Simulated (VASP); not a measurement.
Set up this calculation in VASP 6.6.1, as the native input.

```
Task                   : single point
Functional             : PBE
Potentials or basis    : VASP PAW PBE potentials, release 64 (Al, C)
Cutoff                 : 600 eV
k mesh                 : 6 × 6 × 4
Occupations            : gaussian, width 0.1 eV
Spin                   : collinear spin, ferromagnetic start
Starting moments       : [0.0, 0.0, 1.0, 1.0] μB
Dipole correction      : no
Further INCAR settings : ALGO = Normal; EDIFF = 1e-06; NBANDS = 19
```

The structure of AlC lies in POSCAR:

```
AlC
1.0
    3.1272155867      0.0000000000      0.0000000000
   -1.5636077933      2.7082481412      0.0000000000
    0.0000000000      0.0000000000      5.7843174126
Al C
2 2
Direct
    0.6666666667      0.3333333333      0.7072790857
    0.3333333333      0.6666666667      0.2927209143
    0.0000000000      0.0000000000      0.1171193914
    0.0000000000      0.0000000000      0.8828806086
```

These files were run (other wordings do the same):

INCAR

```
SYSTEM = AlC
PREC = Accurate ; ENCUT = 600
EDIFF = 1E-6 ; ISMEAR = 0
SIGMA = 0.1 ; LREAL = .False.
LASPH = .True. ; NELM = 200
ALGO = Normal ; ISIF = 2
LWAVE = .False. ; LCHARG = .False.
ISPIN = 2 ; MAGMOM = 0 0 1 1
LORBIT = 11 ; GGA = PE
NBANDS = 19 ; GGA_COMPAT = .False.
```

KPOINTS

```
regular mesh
0
Gamma
  6 6 4
  0 0 0
```

Potentials or basis: VASP PAW PBE potentials, release 64 (Al, C).

Run with:

```bash
$ cat potpaw_PBE.64/Al/POTCAR potpaw_PBE.64/C/POTCAR > POTCAR
$ mpirun -np 1 vasp_std > vasp.out
```

Results of the run:

```json
{"Pressure": "-0.4 GPa", "Largest force": "0.408 eV/Å", "Band gap on the k mesh": "zero (filled and empty bands overlap)", "Net moment": "0.00 μB per cell", "Valence electrons inside the program's atomic spheres": "Al 0.77; C 2.51"}
```

Caveat: the k points lie up to 0.39 Å⁻¹ apart.

Wall time 23 s on 1 thread of Intel(R) Xeon(R) 6975P-C (Granite Rapids) (shared host), peak memory 0.22 GiB.
